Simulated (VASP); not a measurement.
# SiC (I-4m2) in VASP: settings compared, part 2 of 2

VASP 6.6.1. Earlier steps stand in the parts before.

### 4 Single point, r2SCAN (epitaxial xy strain +3.0%)

POSCAR reads:

```
SiC
1.0
    0.0000000000      2.2433939216      2.1344407454
    2.2433939216      0.0000000000      2.1344407454
    2.2433939216      2.2433939216      0.0000000000
Si C
1 1
Direct
    0.0000000000      0.0000000000      0.0000000000
    0.2500000000      0.2500000000      0.2500000000
```

INCAR.step1 reads:

```
SYSTEM = SiC
  PREC = Accurate
  ENCUT = 520
  ISMEAR = 0
  SIGMA = 0.01
  LREAL = .FALSE.
  LASPH = .TRUE.
  NELM = 100
  NBANDS = 11
  GGA = PE
  ALGO = Normal
  EDIFF = 1E-4
  LWAVE = .TRUE.
  LCHARG = .FALSE.
```

INCAR.step2 reads:

```
SYSTEM = SiC
  PREC = Accurate
  ENCUT = 520
  EDIFF = 1E-6
  ISMEAR = 0
  SIGMA = 0.01
  LREAL = .FALSE.
  LASPH = .TRUE.
  NELM = 100
  ALGO = Normal
  ISIF = 2
  LWAVE = .FALSE.
  LCHARG = .TRUE.
  METAGGA = R2SCAN
  LMIXTAU = .TRUE.
  LELF = .TRUE.
  LVHAR = .TRUE.
  NBANDS = 11
  ISTART = 1
```

KPOINTS reads:

```
Automatic mesh
0
G
  10 10 10
  0 0 0
```

Started as:

```sh
$ cat potpaw_PBE.64/Si/POTCAR potpaw_PBE.64/C/POTCAR > POTCAR
$ cp INCAR.step1 INCAR
$ mpirun -np 1 vasp_std > vasp.out
$ cp INCAR.step2 INCAR
$ mpirun -np 1 vasp_std > vasp.out
```

Run time: 1.8 min. Hardware: 1 thread of AMD EPYC 7R13, shared host; peak memory 0.12 GiB.

It converged, with:

```
Free energy            : -19.2761 eV
Pressure               : -8.5 GPa
Band gap on the k mesh : 1.24 eV, indirect (least direct gap 4.95 eV)
```

Stress tensor (GPa, compression positive):
```
-12.64   0.00   0.00
  0.00 -12.64   0.00
  0.00   0.00  -0.10
```

Levels at points of the mesh, in eV from the valence-band top:
| k point | band 1 | band 2 | band 3 | band 4 | band 5 | band 6 | band 7 | band 8 | band 9 |
| --- | --- | --- | --- | --- | --- | --- | --- | --- | --- |
| (0.00, 0.00, 0.00) | -16.10 | -0.32 | -0.32 | 0.00 | 6.13 | 7.25 | 7.42 | 7.42 | 14.00 |
| (0.50, 0.00, 0.00) | -12.61 | -8.83 | -1.61 | -1.03 | 5.23 | 7.01 | 7.92 | 10.54 | 16.42 |
| (0.50, 0.50, 0.00) | -10.94 | -7.74 | -3.83 | -3.83 | 1.24 | 3.87 | 14.30 | 14.30 | 15.74 |
| (0.50, 0.00, 0.50) | -11.31 | -8.36 | -3.32 | -3.25 | 1.70 | 4.76 | 13.72 | 14.89 | 15.22 |

Caveat: the cell differs from its parent crystal (epitaxial xy strain +3.0%); the PAW data sets were made with another functional, which shifts forces and pressure a little. A k mesh can miss the band edges.

### 5 Single point, r2SCAN (epitaxial xy strain +4.0%)

POSCAR reads:

```
SiC
1.0
    0.0000000000      2.2651744451      2.1192003435
    2.2651744451      0.0000000000      2.1192003435
    2.2651744451      2.2651744451      0.0000000000
Si C
1 1
Direct
    0.0000000000      0.0000000000      0.0000000000
    0.2500000000      0.2500000000      0.2500000000
```

INCAR.step1 reads:

```
SYSTEM = SiC
ALGO = Normal
EDIFF = 1E-4
ENCUT = 520
GGA = PE
ISMEAR = 0
LASPH = .True.
LCHARG = .False.
LREAL = .False.
LWAVE = .True.
NBANDS = 11
NELM = 60
PREC = Accurate
SIGMA = 0.01
```

INCAR.step2 reads:

```
SYSTEM = SiC
ALGO = Normal
EDIFF = 1E-6
ENCUT = 520
ISIF = 2
ISMEAR = 0
ISTART = 1
LASPH = .True.
LCHARG = .False.
LMIXTAU = .True.
LREAL = .False.
LWAVE = .False.
METAGGA = R2SCAN
NBANDS = 11
NELM = 60
PREC = Accurate
SIGMA = 0.01
```

KPOINTS reads:

```
k-points
0
Gamma
  10 10 10
  0 0 0
```

Started as:

```sh
$ cat potpaw_PBE.64/Si/POTCAR potpaw_PBE.64/C/POTCAR > POTCAR
$ cp INCAR.step1 INCAR
$ mpirun -np 1 vasp_std > vasp.out
$ cp INCAR.step2 INCAR
$ mpirun -np 1 vasp_std > vasp.out
```

Run time: 2.2 min. Hardware: 1 thread of AMD EPYC 7R13, shared host; peak memory 0.12 GiB.

Results (log left out):

| Item | Value |
| --- | --- |
| Free energy | -19.2385 eV |
| Pressure | -10.9 GPa |
| Band gap on the k mesh | 1.10 eV, indirect (least direct gap 4.92 eV) |

Stress tensor (GPa, compression positive):
```
-16.28   0.00   0.00
  0.00 -16.28   0.00
  0.00   0.00  -0.09
```

Levels at points of the mesh, in eV from the valence-band top:
| k point | band 2 | band 3 | band 4 | band 5 | band 6 | band 7 |
| --- | --- | --- | --- | --- | --- | --- |
| (0.00, 0.00, 0.00) | -0.42 | -0.42 | 0.00 | 5.89 | 7.07 | 7.29 |
| (0.50, 0.00, 0.00) | -8.83 | -1.77 | -1.00 | 4.94 | 6.78 | 8.03 |
| (0.50, 0.50, 0.00) | -7.63 | -3.98 | -3.98 | 1.10 | 3.56 | 14.04 |
| (0.50, 0.00, 0.50) | -8.45 | -3.31 | -3.22 | 1.70 | 4.75 | 13.27 |

Caveat: the cell differs from its parent crystal (epitaxial xy strain +4.0%); the PAW data sets were made with another functional, which shifts forces and pressure a little. A k mesh can miss the band edges.

### 6 Single point, HSE06 (epitaxial xy strain +4.0%)

POSCAR is that of step 5.

INCAR.step1 reads:

```
ALGO = Normal ; EDIFF = 1E-5
ENCUT = 520 ; GGA = PE
ISIF = 2 ; ISMEAR = 0
LASPH = T ; LCHARG = F
LREAL = F ; LWAVE = T
NBANDS = 11 ; NELM = 100
PREC = Accurate ; SIGMA = 0.01
```

INCAR.step2 reads:

```
ALGO = Normal ; EDIFF = 1E-6
ENCUT = 520 ; GGA = PE
HFSCREEN = 0.2079 ; ISIF = 2
ISMEAR = 0 ; ISTART = 1
LASPH = T ; LCHARG = F
LHFCALC = T ; LREAL = F
LWAVE = F ; NBANDS = 11
NELM = 100 ; PREC = Accurate
PRECFOCK = Normal ; SIGMA = 0.01
```

KPOINTS reads:

```
k-points
0
Gamma
  8 8 8
```

Potentials or basis: VASP PAW PBE potentials, release 64 (Si, C).

Started as:

```sh
$ cat potpaw_PBE.64/Si/POTCAR potpaw_PBE.64/C/POTCAR > POTCAR
$ cp INCAR.step1 INCAR
$ mpirun -np 1 vasp_std > vasp.out
$ cp INCAR.step2 INCAR
$ mpirun -np 1 vasp_std > vasp.out
```

Run time: 49 min. Hardware: 1 thread of AMD EPYC 7R13 (Zen 3), shared host; peak memory 0.23 GiB.

The run converged. Its results:

| Property | Result |
| --- | --- |
| Free energy | -17.3262 eV |
| Pressure | -12.3 GPa |
| Band gap on the k mesh | 1.60 eV, indirect (least direct gap 5.58 eV) |

Stress tensor (GPa, compression positive):
```
-17.66   0.00   0.00
  0.00 -17.66   0.00
  0.00   0.00  -1.62
```

Levels at points of the mesh, in eV from the valence-band top:
```csv
k point,band 1,band 2,band 3,band 4,band 5,band 6,band 7,band 8
"(0.00, 0.00, 0.00)",-16.87,-0.42,-0.42,0.00,6.59,7.81,8.02,8.02
"(0.50, 0.00, 0.00)",-13.20,-9.35,-1.82,-1.05,5.58,7.47,8.77,11.04
"(0.50, 0.50, 0.00)",-11.36,-8.09,-4.15,-4.15,1.60,4.10,14.84,14.84
"(0.50, 0.00, 0.50)",-11.87,-8.95,-3.46,-3.37,2.20,5.29,14.07,15.27
```

Caveat: the cell differs from its parent crystal (epitaxial xy strain +4.0%); the PAW data sets were made with another functional, which shifts forces and pressure a little. A k mesh can miss the band edges.

### 7 The runs side by side

```tsv
level	cell	k mesh	smearing	grid for exact exchange (PRECFOCK)	screening parameter	gap on the mesh (eV)	pressure (GPa)
PBE	a = 3.097, b = 3.097, c = 3.173 Å, angles 59.2, 59.2, 61.6°, 2 atoms	10 × 10 × 10	fermi-dirac 0.02 eV	-	-	0.90	-4.8
PBE	a = 3.102, b = 3.102, c = 3.203 Å, angles 58.9, 58.9, 62.2°, 2 atoms	10 × 10 × 10	fermi-dirac 0.02 eV	-	-	0.77	-7.2
r2SCAN	a = 3.097, b = 3.097, c = 3.173 Å, angles 59.2, 59.2, 61.6°, 2 atoms	10 × 10 × 10	gaussian 0.01 eV	-	-	1.24	-8.5
r2SCAN	a = 3.102, b = 3.102, c = 3.203 Å, angles 58.9, 58.9, 62.2°, 2 atoms	10 × 10 × 10	gaussian 0.01 eV	-	-	1.10	-10.9
HSE06	a = 3.102, b = 3.102, c = 3.203 Å, angles 58.9, 58.9, 62.2°, 2 atoms	8 × 8 × 8	gaussian 0.01 eV	Normal	0.2079 1/Å	1.60	-12.3
```

Alike in all rows: task single point; potentials or basis VASP PAW PBE potentials, release 64 (Si, C); no spin polarisation; cutoff (eV) 520.

Caveats: the PAW data sets were made with another functional, which shifts forces and pressure a little (some runs).

Absolute energies hang on the potentials; compare differences alone.
